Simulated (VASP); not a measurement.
# MoS2 (Fm-3m) in VASP: single point with LDA+U

Aim: the single point of MoS2 with LDA+U.

All numbers are computed with VASP 6.6.1; they aren't measurements. Logs are shortened: lines on timing, memory, paths and dates and some standing lists are left out, and cuts for length are marked.

### Step 1. The cell of the first run

Symmetry: Fm-3m, No. 225, cubic system. The conventional cell has a = 5.992 Å, b = 5.992 Å, c = 5.992 Å, α = 90.00°, β = 90.00°, γ = 90.00°. Mo (site symmetry m-3m) has 8 S at 2.59 Å within 3.4 Å. S (site symmetry -43m) has 4 Mo at 2.59 Å and 6 S at 3.00 Å within 3.4 Å.

### Step 2. Single point, LDA+U

Contents of INCAR:

```
PREC     = Accurate       # precision mode
ENCUT    = 500            # plane-wave cutoff, eV
EDIFF    = 1E-6           # SCF threshold, eV
ISMEAR   = 0              # smearing method
SIGMA    = 0.05           # smearing width, eV
LREAL    = False          # projectors in reciprocal space
LASPH    = True           # aspherical terms in the spheres
NELM     = 200            # most SCF steps
ALGO     = Normal         # electronic algorithm
ISIF     = 2              # what is computed and relaxed
LWAVE    = False          # write WAVECAR
LCHARG   = False          # write CHGCAR
LMAXMIX  = 4              # l up to which the mixer works
LDAU     = True           # DFT+U
LDAUTYPE = 1            
LDAUL    = 2 -1           # shell
LDAUU    = 3 0            # U, eV
LDAUJ    = 0.7 0        
LDAUPRINT= 1            
GGA      = CA             # functional
NBANDS   = 20             # bands
GGA_COMPAT= False
```

Contents of KPOINTS:

```
Automatic mesh
0
Gamma
  6 6 6
```

Contents of POSCAR:

```
MoS2
1.0
    0.0000000000      2.9959514200      2.9959514200
    2.9959514200      0.0000000000      2.9959514200
    2.9959514200      2.9959514200      0.0000000000
Mo S
1 2
Direct
    0.0000000000      0.0000000000      0.0000000000
    0.2500000000      0.2500000000      0.2500000000
    0.7500000000      0.7500000000      0.7500000000
```

Potentials or basis: VASP PAW LDA potentials, release 64 (Mo_sv, S).

Launch:

```console
$ cat potpaw_LDA.64/Mo_sv/POTCAR potpaw_LDA.64/S/POTCAR > POTCAR
$ mpirun -np 1 vasp_std > vasp.out
```

OUTCAR:

```text
PREC = Accurate
   ENCUT = 500
   EDIFF = 1E-6
   ISMEAR = 0
   LREAL = False
   LASPH = True
   NELM = 200
   ISIF = 2
   GGA = CA

 ion  position               nearest neighbor table
   1  0.000  0.000  0.000-   3 2.59   3 2.59   3 2.59   2 2.59   2 2.59   2 2.59   3 2.59   2 2.59

   2  0.250  0.250  0.250-   1 2.59   1 2.59   1 2.59   1 2.59
   3  0.750  0.750  0.750-   1 2.59   1 2.59   1 2.59   1 2.59

  LATTYP: Found a face centered cubic cell.
 ALAT       =     5.9919028400

  Lattice vectors:

 A1 = (   0.0000000000,   2.9959514200,   2.9959514200)
 A2 = (   2.9959514200,   0.0000000000,   2.9959514200)
 A3 = (   2.9959514200,   2.9959514200,   0.0000000000)

Analysis of symmetry for initial positions (statically):
=====================================================================
 Subroutine PRICEL returns:
 Original cell was already a primitive cell.

 Routine SETGRP: Setting up the symmetry group for a
 face centered cubic supercell.

 Subroutine GETGRP returns: Found 48 space group operations
 (whereof 48 operations were pure point group operations)
 out of a pool of 48 trial point group operations.

The static configuration has the point symmetry O_h .

Analysis of symmetry for dynamics (positions and initial velocities):
=====================================================================
 Subroutine PRICEL returns:
 Original cell was already a primitive cell.

 Routine SETGRP: Setting up the symmetry group for a
 face centered cubic supercell.

 Subroutine GETGRP returns: Found 48 space group operations
 (whereof 48 operations were pure point group operations)
 out of a pool of 48 trial point group operations.

The dynamic configuration has the point symmetry O_h .

 Subroutine INISYM returns: Found 48 space group operations
 (whereof 48 operations are pure point group operations),
 and found     1 'primitive' translations

----------------------------------------------------------------------------------------

                                     Primitive cell

  volume of cell :      53.7817

  direct lattice vectors                    reciprocal lattice vectors
     0.000000000  2.995951420  2.995951420    -0.166891892  0.166891892  0.166891892
     2.995951420  0.000000000  2.995951420     0.166891892 -0.166891892  0.166891892
     2.995951420  2.995951420  0.000000000     0.166891892  0.166891892 -0.166891892

  length of vectors
     4.236915130  4.236915130  4.236915130     0.289065236  0.289065236  0.289065236

  position of ions in fractional coordinates (direct lattice)
     0.000000000  0.000000000  0.000000000
     0.250000000  0.250000000  0.250000000
     0.750000000  0.750000000  0.750000000

  ion indices of the primitive-cell ions
   primitive index   ion index
                 1           1
                 2           2
                 3           3

----------------------------------------------------------------------------------------

 KPOINTS: Automatic mesh

Automatic generation of k-mesh.
 Grid dimensions read from file:
 generate k-points for:    6    6    6

 Generating k-lattice:

  Cartesian coordinates                     Fractional coordinates (reciprocal lattice)
    -0.027815315  0.027815315  0.027815315     0.166666667  0.000000000  0.000000000
     0.027815315 -0.027815315  0.027815315     0.000000000  0.166666667  0.000000000
     0.027815315  0.027815315 -0.027815315     0.000000000  0.000000000  0.166666667

  Length of vectors
[... 29 lines left out ...]
   number of dos      NEDOS =    301   number of ions     NIONS =      3
   total plane-waves  NPLWV =  32768
   dimension x,y,z NGX =    32 NGY =   32 NGZ =   32
   dimension x,y,z NGXF=    64 NGYF=   64 NGZF=   64
   ions per type =               1   2
   NGX,Y,Z   is equivalent  to a cutoff of  12.56, 12.56, 12.56 a.u.
   NGXF,Y,Z  is equivalent  to a cutoff of  25.11, 25.11, 25.11 a.u.
 SYSTEM =  unknown system
   PREC   = accura    normal or accurate (medium, high low for compatibility)
   ISTART =      0    job   : 0-new  1-cont  2-samecut
   ICHARG =      2    charge: 1-file 2-atom 10-const
   ISPIN  =      1    spin polarized calculation?
   LNONCOLLINEAR =      F non collinear calculations
   LSORBIT =      F    spin-orbit coupling
   LASPH  =      T    aspherical Exc in radial PAW
   ENCUT  =  500.0 eV  36.75 Ry    6.06 a.u.   7.72  7.72  7.72*2*pi/ulx,y,z
   NELM   =    200;   NELMIN=  2; NELMDL= -5     # of ELM steps
   EDIFF  = 0.1E-05   stopping-criterion for ELM
   LREAL  =      F    real-space projection
   EDIFFG = 0.1E-04   stopping-criterion for IOM
   NSW    =      0    number of steps for IOM
   IBRION =     -1    ionic relax: 0-MD 1-quasi-New 2-CG
   NFREE  =      0    steps in history (QN), initial steepest desc. (CG)
   ISIF   =      2    stress and relaxation
   ISYM   =      2    0-nonsym 1-usesym 2-fastsym
   POTIM  = 0.5000    time-step for ionic-motion
   TEBEG  =    0.0;   TEEND  =   0.0 temperature during run
   PSTRESS=    0.0 pullay stress
   NELECT =      26.0000    total number of electrons
   NUPDOWN=      -1.0000    fix difference up-down
   EMIN   =  10.00;   EMAX   =-10.00  energy-range for DOS
   EFERMI =   0.00;   METHOD = LEGACY
   ISMEAR =     0;   SIGMA  =   0.05  broadening in eV -4-tet -1-fermi 0-gaus
   EFERMI_NEDOS =   21; number of points for ismear=-14 and -15
   IALGO  =     38    algorithm
   IMIX   =      4    mixing-type and parameters
     AMIX     =   0.40;   BMIX     =  1.00
     AMIX_MAG =   1.60;   BMIX_MAG =  1.00
  volume/ion in A,a.u.               =      17.93       120.98
  Fermi-wavevector in a.u.,A,eV,Ry     =   1.284856  2.428026 22.461251  1.650855
  Thomas-Fermi vector in A             =   2.417025
   LORBIT       =      0    0 simple, 1 ext, 2 COOP (PROOUT), +10 PAW based schemes
 LDA+U is selected, type is set to LDAUTYPE =  1
   angular momentum for each species LDAUL =     2   -1
   U (eV)           for each species LDAUU =   3.0  0.0
   J (eV)           for each species LDAUJ =   0.7  0.0
   GGA     = CA    functional components
   LHFCALC =     F    Hartree Fock is set to
   AEXX    =    0.0000 exact exchange contribution
   IVDW    =     0    specifies the selected vdW correction
   LEPSILON=     F    determine dielectric tensor
   LRPA    =     F    only Hartree local field effects (RPA)
 non-spin polarized calculation
 Gauss-broadening in eV      SIGMA  =   0.05
  energy-cutoff  :      500.00
  volume of cell :       53.78
 maximum number of plane-waves:      1380
   NGX = 15   NGY = 15   NGZ = 15

atom =   1  type =  1  l = 2

 onsite density matrix

spin component  1

  0.3382 -0.0000  0.0000 -0.0000 -0.0000
 -0.0000  0.3382  0.0000 -0.0000  0.0000
  0.0000  0.0000  0.4387  0.0000  0.0000
 -0.0000 -0.0000  0.0000  0.3382  0.0000
 -0.0000  0.0000  0.0000  0.0000  0.4387

spin component  2

  0.3382 -0.0000  0.0000 -0.0000 -0.0000
 -0.0000  0.3382  0.0000 -0.0000  0.0000
  0.0000  0.0000  0.4387  0.0000  0.0000
 -0.0000 -0.0000  0.0000  0.3382  0.0000
 -0.0000  0.0000  0.0000  0.0000  0.4387

 occupancies and eigenvectors

  o =  0.3382  v =  0.0000  0.9953 -0.0000 -0.0966  0.0000  0.0000  0.0000  0.0000  0.0000  0.0000      0.0000  0.0000  0.0000  0.0000  0.0000  0.0000  0.0000  0.0000  0.0000  0.0000
  o =  0.3382  v =  0.0000  0.0000  0.0000  0.0000  0.0000  0.0000  0.9953 -0.0000 -0.0966  0.0000      0.0000  0.0000  0.0000  0.0000  0.0000  0.0000  0.0000  0.0000  0.0000  0.0000
  o =  0.3382  v =  0.0000  0.0000  0.0000  0.0000  0.0000  0.0000  0.0966 -0.0000  0.9953 -0.0000      0.0000  0.0000  0.0000  0.0000  0.0000  0.0000  0.0000  0.0000  0.0000  0.0000
  o =  0.3382  v =  0.0000  0.0966 -0.0000  0.9953 -0.0000  0.0000  0.0000  0.0000  0.0000  0.0000      0.0000  0.0000  0.0000  0.0000  0.0000  0.0000  0.0000  0.0000  0.0000  0.0000
  o =  0.3382  v =  0.0000  0.0000  0.0000  0.0000  0.0000  1.0000  0.0000  0.0000  0.0000  0.0000      0.0000  0.0000  0.0000  0.0000  0.0000  0.0000  0.0000  0.0000  0.0000  0.0000
  o =  0.3382  v =  1.0000  0.0000  0.0000  0.0000  0.0000  0.0000  0.0000  0.0000  0.0000  0.0000      0.0000  0.0000  0.0000  0.0000  0.0000  0.0000  0.0000  0.0000  0.0000  0.0000
  o =  0.4387  v =  0.0000  0.0000  0.9999  0.0000 -0.0158  0.0000  0.0000  0.0000  0.0000  0.0000      0.0000  0.0000  0.0000  0.0000  0.0000  0.0000  0.0000  0.0000  0.0000  0.0000
  o =  0.4387  v =  0.0000  0.0000  0.0000  0.0000  0.0000  0.0000  0.0000  0.9999  0.0000 -0.0158      0.0000  0.0000  0.0000  0.0000  0.0000  0.0000  0.0000  0.0000  0.0000  0.0000
  o =  0.4387  v =  0.0000  0.0000  0.0000  0.0000  0.0000  0.0000 -0.0000  0.0158 -0.0000  0.9999      0.0000  0.0000  0.0000  0.0000  0.0000  0.0000  0.0000  0.0000  0.0000  0.0000
  o =  0.4387  v =  0.0000 -0.0000  0.0158 -0.0000  0.9999  0.0000  0.0000  0.0000  0.0000  0.0000      0.0000  0.0000  0.0000  0.0000  0.0000  0.0000  0.0000  0.0000  0.0000  0.0000

 number of electron      26.0000003 magnetization

 Free energy of the ion-electron system (eV)
  ---------------------------------------------------
  ext. energy  EPLUGINS =         0.00000000
  ---------------------------------------------------
  free energy    TOTEN  =       -19.41989278 eV

  energy without entropy =      -19.41056258  energy(sigma->0) =      -19.41522768

 E-fermi :   7.3670     XC(G=0): -11.2119

 val. band max:        7.3306452718   @ k =  -0.3333   0.3333   0.1667
 cond. band min:       7.3682333514   @ k =   0.3333   0.0000   0.0000
 fundamental gap:      0.0375880797
 Fermi energy:         7.3669885584

 k-point     1 :       0.0000    0.0000    0.0000
  band No.  band energies     occupation
      1     -53.6510      2.00000
      2     -27.8873      2.00000
      3     -27.8873      2.00000
      4     -27.8873      2.00000
      5      -7.4157      2.00000
      6      -3.2817      2.00000
[... 357 lines left out ...]
     19      15.1878      0.00000
     20      15.7129      0.00000

------------------------ aborting loop because EDIFF is reached ----------------------------------------

  FORCE on cell =-STRESS in cart. coord.  units (eV):
  Direction    XX          YY          ZZ          XY          YZ          ZX
  --------------------------------------------------------------------------------------
  -------------------------------------------------------------------------------------
  Total       -4.3402057     -4.3402057     -4.3402057      0.0000000     -0.0000000     -0.0000000
  in kB     -129.2964498   -129.2964498   -129.2964498      0.0000000     -0.0000000     -0.0000000
  external PRESSURE =    -129.2964498 kB  Pullay stress =       0.0000000 kB

 VOLUME and BASIS-vectors are now :
 -----------------------------------------------------------------------------
  energy-cutoff  :      500.00
  volume of cell :       53.78
      direct lattice vectors                 reciprocal lattice vectors
     0.000000000  2.995951420  2.995951420    -0.166891892  0.166891892  0.166891892
     2.995951420  0.000000000  2.995951420     0.166891892 -0.166891892  0.166891892
     2.995951420  2.995951420  0.000000000     0.166891892  0.166891892 -0.166891892

 POSITION                                       TOTAL-FORCE (eV/Angst)
 -----------------------------------------------------------------------------------
      0.00000      0.00000      0.00000         0.000000      0.000000     -0.000000
      1.49798      1.49798      1.49798        -0.000000     -0.000000     -0.000000
      4.49393      4.49393      4.49393         0.000000      0.000000      0.000000
 -----------------------------------------------------------------------------------
    total drift:                                0.000000     -0.000000      0.000000

  FREE ENERGIE OF THE ION-ELECTRON SYSTEM (eV)
  ---------------------------------------------------
  free  energy   TOTEN  =       -19.4198927804 eV

  energy  without entropy=      -19.4105625844  energy(sigma->0) =      -19.41522768
```

Run time: 20 s. Hardware: 1 thread of Intel Xeon 8259CL, shared host; peak memory 0.15 GiB.

What came out:

* Free energy: -19.4199 eV
* Pressure: -12.9 GPa
* Band gap on the k mesh: zero (bands 13 and 14 overlap by 0.71 eV)

Levels at points of the mesh, in eV from the Fermi level:
| k point | band 10 | band 11 | band 12 | band 13 | band 14 | band 15 | band 16 | band 17 |
| --- | --- | --- | --- | --- | --- | --- | --- | --- |
| (0.00, 0.00, 0.00) | -0.85 | -0.85 | -0.47 | -0.47 | -0.47 | 3.98 | 3.98 | 3.98 |
| (0.50, 0.00, 0.00) | -2.86 | -2.73 | -2.73 | -0.39 | -0.39 | 1.49 | 3.71 | 3.71 |
| (0.50, 0.50, 0.00) | -2.22 | -2.22 | -0.63 | 0.05 | 0.89 | 1.58 | 3.28 | 3.28 |

Eigenvalues of the final occupation matrices:
| site | spin | trace | eigenvalues |
| --- | --- | --- | --- |
| site 1 d | 1 | 1.89 | 0.34 0.34 0.34 0.44 0.44 |
| site 1 d | 2 | 1.89 | 0.34 0.34 0.34 0.44 0.44 |

Caveat: the cell stands under tension; U without spin polarisation on a metal has little footing.
